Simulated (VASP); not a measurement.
A run of VASP 6.6.1:

The input POSCAR:

```
HCl
1.0
    0.0000000000      2.5185000000      2.7375000000
    2.5185000000      0.0000000000      2.7375000000
    2.5185000000      2.5185000000      0.0000000000
H Cl
1 1
Direct
    0.0000000000      0.0000000000      0.0000000000
    0.5000000000      0.5000000000      0.5000000000
```

Contents of INCAR.step1:

```
PREC     = Accurate       # precision mode
ENCUT    = 520            # plane-wave cutoff, eV
ISMEAR   = 0              # smearing method
SIGMA    = 0.15           # smearing width, eV
LREAL    = False          # projectors in reciprocal space
LASPH    = True           # aspherical terms in the spheres
NELM     = 100            # most SCF steps
NBANDS   = 11             # bands
GGA      = PE             # functional
ALGO     = Normal         # electronic algorithm
EDIFF    = 1E-4           # SCF threshold, eV
LWAVE    = True           # write WAVECAR
LCHARG   = False          # write CHGCAR
```

Contents of INCAR.step2:

```
PREC     = Accurate       # precision mode
ENCUT    = 520            # plane-wave cutoff, eV
EDIFF    = 1E-6           # SCF threshold, eV
ISMEAR   = 0              # smearing method
SIGMA    = 0.15           # smearing width, eV
LREAL    = False          # projectors in reciprocal space
LASPH    = True           # aspherical terms in the spheres
NELM     = 100            # most SCF steps
ALGO     = Normal         # electronic algorithm
ISIF     = 2              # what is computed and relaxed
LWAVE    = False          # write WAVECAR
LCHARG   = False          # write CHGCAR
METAGGA  = R2SCAN         # meta-GGA
LMIXTAU  = True         
NBANDS   = 11             # bands
ISTART   = 1
```

KPOINTS

```
Automatic mesh
0
Gamma
  16 16 16
```

Potentials or basis: VASP PAW PBE potentials, release 64 (H, Cl).

Command:

```bash
$ cat potpaw_PBE.64/H/POTCAR potpaw_PBE.64/Cl/POTCAR > POTCAR
$ cp INCAR.step1 INCAR
$ mpirun -np 1 vasp_std > vasp.out
$ cp INCAR.step2 INCAR
$ mpirun -np 1 vasp_std > vasp.out
```

Hardware: 1 thread of Intel(R) Xeon(R) 6975P-C (Granite Rapids), on a shared host.

Problem. Estimate the wall time of this run.

Solution. Run time: 3.8 min on 1 thread of Intel(R) Xeon(R) 6975P-C (Granite Rapids), with other jobs on the host, peak memory 0.25 GiB. Counts: k points 349.
